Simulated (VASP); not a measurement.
ZnS:

```
Zn S
1.0
     0.00000    2.64684    2.64684
     2.64684    0.00000    2.64684
     2.64684    2.64684    0.00000
Zn S
1 1
Direct
  0.75000 0.75000 0.75000
  0.00000 0.00000 0.00000
```

Base run:

| Item | Value |
| --- | --- |
| Program | VASP 6.6.1 |
| Functional | PBEsol-based global hybrid with 25 % exact exchange |
| Potentials or basis | VASP PAW PBE potentials, release 64 (Zn, S) |
| Cutoff | 520 eV |
| k mesh | 5 × 5 × 5 |
| Occupations | fermi-dirac, width 0.05 eV |
| Spin | no spin polarisation |

Its results: band gap on the k mesh 4.21 eV; pressure 3.4 GPa.

After a change of settings the same cell gave: band gap on the k mesh 4.70 eV; pressure 5.0 GPa. Which change was it?
A. functional from PBEsol-based global hybrid with 25 % exact exchange to b88 exchange, pbe correlation; cutoff from 520 eV to 500 eV; k mesh from 5 × 5 × 5 to 9 × 9 × 9
B. functional from PBEsol-based global hybrid with 25 % exact exchange to r2SCAN0; further incar settings from ALGO = Normal; EDIFF = 1e-06; NBANDS = 16 to ALGO = Normal; EDIFF = 1e-07; NBANDS = 16
C. functional from PBEsol-based global hybrid with 25 % exact exchange to PBE0
D. functional from PBEsol-based global hybrid with 25 % exact exchange to PBE-based screened hybrid with 25 % exact exchange

B.

Caveats: the cell stands under pressure; the PAW data sets were made with another functional, which shifts forces and pressure a little.
